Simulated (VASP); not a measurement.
MoS2:

```
Mo S
1.0
     3.17302    0.00000    0.00000
    -1.58651    2.74792    0.00000
     0.00000    0.00000   12.43591
Mo S
2 4
Direct
  0.33333 0.66667 0.25000
  0.66667 0.33333 0.75000
  0.33333 0.66667 0.62490
  0.66667 0.33333 0.12490
  0.33333 0.66667 0.87510
  0.66667 0.33333 0.37510
```

Base run:

* Program: VASP 6.6.1
* Functional: PBE
* Potentials or basis: VASP PAW PBE potentials, release 64 (Mo_sv, S)
* Cutoff: 520 eV
* k mesh: 12 × 12 × 2
* Occupations: gaussian, width 0.01 eV
* Spin: no spin polarisation

Its results: band gap on the k mesh 0.95 eV (least direct gap 1.64 eV); pressure 2.3 GPa; largest force 0.098 eV/Å.

Problem. The run is repeated on the same cell with these changes: functional from PBE to r2SCAN; further incar settings from ALGO = Normal; EDIFF = 1e-07; NBANDS = 35 to ALGO = Normal; EDIFF = 1e-06; NBANDS = 35. What comes out?

Solution. Band gap on the k mesh 1.05 eV (least direct gap 1.75 eV); pressure 1.2 GPa; largest force 0.051 eV/Å.

Caveats: this functional lacks dispersion, which binds the layers, so the pressure and a relaxed spacing across them are unreliable (at least some runs); the PAW data sets were made with another functional, which shifts forces and pressure a little (at least some runs).

A k mesh can miss the band edges.
